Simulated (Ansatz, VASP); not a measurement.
**Two plane-wave programs on MgCd2O3**

```
CELL_PARAMETERS angstrom
5.83031 0.00000 0.00000
-2.91515 5.04919 0.00000
0.00000 0.00000 3.09349
ATOMIC_POSITIONS crystal
Mg 0.00000 0.00000 0.00000
Cd 0.66667 0.33333 0.00000
Cd 0.33333 0.66667 0.00000
O 0.50000 0.00000 0.50000
O 0.50000 0.50000 0.50000
O 0.00000 0.50000 0.50000
```

Change from the starting cell: species swapped into the PrAl3Ni2 type (P6/mmm, No. 191).

Alike in both runs: functional PBE; k mesh 3 × 3 × 6; occupations gaussian, width 0.1 eV; no spin polarisation.

Ansatz relaxed the structure, and its values are those at the end. VASP's run is a single point on that final structure, the one shown.

```csv
,VASP,Ansatz
version,VASP 6.6.1,Ansatz 0.2.0
potentials or method,"VASP PAW PBE potentials, release 64 (Mg, Cd, O), cutoff 520 eV","scalar-relativistic, plane waves, PAW"
valence electrons in the cell,44,68
```

```tsv
	VASP	Ansatz	Ansatz less VASP
gap on the k mesh at the Fermi level (eV)	none	none	-
pressure (GPa)	1.0	0.0	-1.05
```

A gap of «none» marks a metal or a gap that the smearing closes. With one functional, cell and mesh, what is left measures potentials, basis and numerics. VASP's potentials hold 44 valence electrons a cell and Ansatz's 68, so a difference there can come from the potentials and not from the codes.

The k mesh is coarse, so the values compare programs but aren't converged.
